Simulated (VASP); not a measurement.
A run of VASP 6.6.1 is set up as follows.

Contents of INCAR:

```
SYSTEM = TiSi16
PREC = Accurate ; ENCUT = 520
EDIFF = 1E-6 ; ISMEAR = -1
SIGMA = 0.02 ; LREAL = Auto
LASPH = .True. ; NELM = 60
ALGO = Normal ; ISIF = 2
LWAVE = .False. ; LCHARG = .True.
GGA = PE ; LELF = .True.
LVHAR = .True. ; NBANDS = 52
```

File KPOINTS:

```
regular mesh
0
Gamma
  2 2 2
  0 0 0
```

POSCAR

```
TiSi16
1.0
    0.0000000000      5.4300000000      5.4300000000
    5.4300000000      0.0000000000      5.4300000000
    5.4300000000      5.4300000000      0.0000000000
Si Ti
16 1
Direct
   -0.0281123389     -0.0435819521     -0.0238029466
    0.0754511971      0.1794659300      0.0722283610
   -0.0427255985      0.0251197053      0.4807366483
    0.1348895028      0.1097513812      0.5998066298
   -0.0755524862      0.5770073665     -0.0359760589
    0.1867219153      0.5628913444      0.0669613260
    0.0170994475      0.5025322284      0.4807642726
    0.0770073665      0.6824585635      0.6134714549
    0.3739871087     -0.0036924494      0.1356813996
    0.5594383057      0.0015377532      0.2651473297
    0.4836187845     -0.0205616943      0.5961786372
    0.5584162063      0.2280478821      0.6246408840
    0.5613351750      0.4631399632     -0.1098250460
    0.5761970534      0.7351473297     -0.0212799263
    0.4831031308      0.5956077348      0.3854051565
    0.6818876611      0.6707826888      0.4858471455
    0.7065745856      0.2899631676      0.2123941068
```

Potentials or basis: VASP PAW PBE potentials, release 64 (Si, Ti_sv).

Command:

```console
$ cat potpaw_PBE.64/Si/POTCAR potpaw_PBE.64/Ti_sv/POTCAR > POTCAR
$ mpirun -np 1 vasp_std > vasp.out
```

Task: Predict the largest force.

Result: 3.888 eV/Å.

Task: Estimate the pressure.

Result: 1.9 GPa.

Task: Predict the band gap on the k mesh.

Result: Zero (band 38 reaches 6.89 eV, above the bottom of band 39 at 6.67 eV).

Forces on the atoms (eV/Å):
```
Si   0.837  0.521  0.016
Si  -0.522 -0.837 -0.482
Si   1.667 -2.076  1.578
Si   1.031 -0.773 -0.605
Si   0.256  1.963 -0.054
Si   1.595 -0.384 -0.446
Si  -1.908  0.848  1.109
Si  -3.184  0.900 -0.035
Si  -1.518 -0.554 -0.456
Si  -0.313  0.069  3.875
Si   1.293  0.818  0.074
Si  -0.246  0.958  0.306
Si   0.153 -0.414  0.040
Si  -0.401 -0.189 -0.648
Si   0.714 -0.139 -0.908
Si   0.139  0.289 -2.351
Ti   0.407 -0.999 -1.016
```

Caveat: the k points lie up to 0.50 Å⁻¹ apart.
